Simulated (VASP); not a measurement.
Write the native input for VASP 6.6.1 that does the following.

```
Task                   : single point
Functional             : PBEsol
Potentials or basis    : VASP PAW PBE potentials, release 64 (W_sv)
Cutoff                 : 520 eV
k mesh                 : 24 × 24 × 24
Occupations            : methfessel-paxton, width 0.1 eV
Spin                   : no spin polarisation
Dipole correction      : no
Further INCAR settings : ALGO = Normal; EDIFF = 1e-07; NBANDS = 13
```

The structure of W lies in POSCAR:

```
W
1.0
   -1.5772252708      1.5772252708      1.5772252708
    1.5772252708     -1.5772252708      1.5772252708
    1.5772252708      1.5772252708     -1.5772252708
W
1
Direct
    0.0000000000      0.0000000000      0.0000000000
```

The input as run:

INCAR

```
ALGO     = Normal         # electronic algorithm
EDIFF    = 1E-7           # SCF threshold, eV
ENCUT    = 520            # plane-wave cutoff, eV
GGA      = PS             # functional
ISIF     = 2              # what is computed and relaxed
ISMEAR   = 1              # smearing method
LASPH    = T              # aspherical terms in the spheres
LCHARG   = F              # write CHGCAR
LREAL    = F              # projectors in reciprocal space
LWAVE    = F              # write WAVECAR
NBANDS   = 13             # bands
NELM     = 80             # most SCF steps
PREC     = Accurate       # precision mode
SIGMA    = 0.1            # smearing width, eV
```

KPOINTS

```
k-points
0
Gamma
  24 24 24
```

Potentials or basis: VASP PAW PBE potentials, release 64 (W_sv).

The run is started by

```console
$ cat potpaw_PBE.64/W_sv/POTCAR > POTCAR
$ mpirun -np 1 vasp_std > vasp.out
```

Results of the run:

```json
{
  "Pressure": "0.6 GPa",
  "Band gap on the k mesh": "zero (bands 7 and 8 overlap by 6.50 eV)"
}
```

Caveat: the PAW data sets were made with another functional, which shifts forces and pressure a little; spin-orbit coupling is left out, which moves the levels of the heavy elements.

Run time: 23 s on 1 thread of Intel(R) Xeon(R) 6975P-C (Granite Rapids), with other jobs on the host, peak memory 0.17 GiB.
